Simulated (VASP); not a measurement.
Input of a VASP 6.6.1 run:

File INCAR:

```
PREC     = Accurate       # precision mode
ENCUT    = 520            # plane-wave cutoff, eV
EDIFF    = 1E-8           # SCF threshold, eV
ISMEAR   = -1             # smearing method
SIGMA    = 0.03           # smearing width, eV
LREAL    = F              # projectors in reciprocal space
LASPH    = T              # aspherical terms in the spheres
NELM     = 60             # most SCF steps
ALGO     = Normal         # electronic algorithm
ISIF     = 2              # what is computed and relaxed
LWAVE    = F              # write WAVECAR
LCHARG   = F              # write CHGCAR
GGA      = PE             # functional
LEFG     = T            
NBANDS   = 21             # bands
```

KPOINTS

```
Automatic mesh
0
Gamma
  14 14 8
```

POSCAR

```
Ru
1.0
    2.7328573275      0.0000000000      0.0000000000
   -1.3664286638      2.3667238706      0.0000000000
    0.0000000000      0.0000000000      4.2819000000
Ru
2
Direct
    0.3333333333      0.6666666667      0.2500000000
    0.6666666667      0.3333333333      0.7500000000
```

Potentials or basis: VASP PAW PBE potentials, release 64 (Ru_pv).

The run is started by

```console
$ cat potpaw_PBE.64/Ru_pv/POTCAR > POTCAR
$ mpirun -np 1 vasp_std > vasp.out
```

(1) Predict the pressure.

(2) What does it give for the band gap on the k mesh?

Results:

(1) -1.7 GPa.

(2) zero (band 14 reaches 14.00 eV, above the bottom of band 15 at 10.95 eV).

Caveat: the cell differs from its parent crystal (equal xx and yy strain of +1 %); without QUAD_EFG the Cq values of the log hold for a quadrupole moment of 1 mb, not for the nuclei.
